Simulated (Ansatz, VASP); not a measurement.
Rh: VASP beside Ansatz

```xyz
1
Lattice="0.0000 1.8540 1.9966 1.8540 0.0000 1.9966 1.8540 1.8540 0.0000" Properties=species:S:1:pos:R:3 pbc="T T T"
Rh    0.0000    0.0000    0.0000
```

Change from the starting cell: strain -0.025 along x and y, +0.050 along z, atoms carried along.

Alike in both runs: task single point; functional LDA; k mesh 22 × 22 × 22; occupations gaussian, width 0.15 eV; no spin polarisation.

|  | VASP | Ansatz |
| --- | --- | --- |
| version | VASP 6.6.1 | Ansatz 0.2.0 |
| potentials or method | VASP PAW LDA potentials, release 64 (Rh_pv), cutoff 520 eV | scalar-relativistic, plane waves, PAW |
| valence electrons in the cell | 15 | 17 |

Ansatz gave:

| Quantity | Value |
| --- | --- |
| gap on the k mesh at the Fermi level (eV) | none |
| pressure (GPa) | -9.8 |
| traceless stress, the component that is largest in VASP (GPa) | -12.57 |

Question: What did VASP give for the same quantities?

Answer: gap on the k mesh at the Fermi level (eV): none; pressure (GPa): -9.0; traceless stress, the component that is largest in VASP (GPa): -12.55.

LDA's correlation is that of Perdew and Zunger in VASP and of Perdew and Wang (1992) in Ansatz. A gap of «none» marks a metal or a gap that the smearing closes. VASP's potentials hold 15 valence electrons a cell and Ansatz's 17, so a difference there can come from the potentials and not from the codes.
